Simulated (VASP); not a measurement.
Crystal: LiH.

```
Li H
1.0
     2.41716    0.00000    0.00000
    -1.20858    2.09332    0.00000
     0.00000    0.00000    3.94722
Li H
2 2
Direct
  0.33333 0.66667 0.00000
  0.66667 0.33333 0.50000
  0.33333 0.66667 0.37500
  0.66667 0.33333 0.87500
```

| Item | Value |
| --- | --- |
| Program | VASP 6.6.1 |
| Task | relaxation of cell and atoms |
| Functional | PBE |
| Potentials or basis | VASP PAW PBE potentials, release 64 (Li_sv, H) |
| Cutoff | 600 eV |
| k mesh | 12 × 12 × 6 |
| Occupations | fermi-dirac, width 0.02 eV |
| Spin | no spin polarisation |

At the start: pressure 56.4 GPa; volume 4.99 Å³/atom.

How do energy, volume and symmetry change on relaxing?

Over 12 steps the energy falls by 483.4 meV/atom and the volume is 8.83 Å³/atom (+76.7 %); space group P6_3mc (No. 186, to 0.05 Å).

Step by step:
```csv
step,energy change (eV),largest force (eV/Å),pressure (GPa),volume (Å³)
1,0.0000,0.0908,56.39,19.97
2,-1.3120,0.0651,23.83,25.50
3,-1.9042,0.0365,3.47,33.18
4,-1.9277,0.0306,0.30,35.20
5,-1.9279,0.0296,-0.21,35.56
6,-1.9293,0.0367,-0.21,35.55
7,-1.9314,0.0602,-0.24,35.53
8,-1.9328,0.0299,-0.07,35.40
9,-1.9333,0.0050,0.14,35.23
10,-1.9333,0.0025,0.12,35.24
11,-1.9335,0.0015,0.05,35.27
12,-1.9336,0.0002,-0.01,35.30
```

Final structure:
```xyz
4
Lattice="2.9701 0.0000 0.0000 -1.4850 2.5722 0.0000 0.0000 0.0000 4.6207" Properties=species:S:1:pos:R:3 pbc="T T T"
Li    0.0000    1.7148    4.5813
Li    1.4850    0.8574    2.2709
H     0.0000    1.7148    1.7722
H     1.4850    0.8574    4.0826
```

Caveat: the cutoff is under 1.25 times the usual one of these potentials, so pressure, stress and relaxed cells hold a basis-set (Pulay) error; the volume moved by over 15 % at a fixed basis, so the end points are rough.
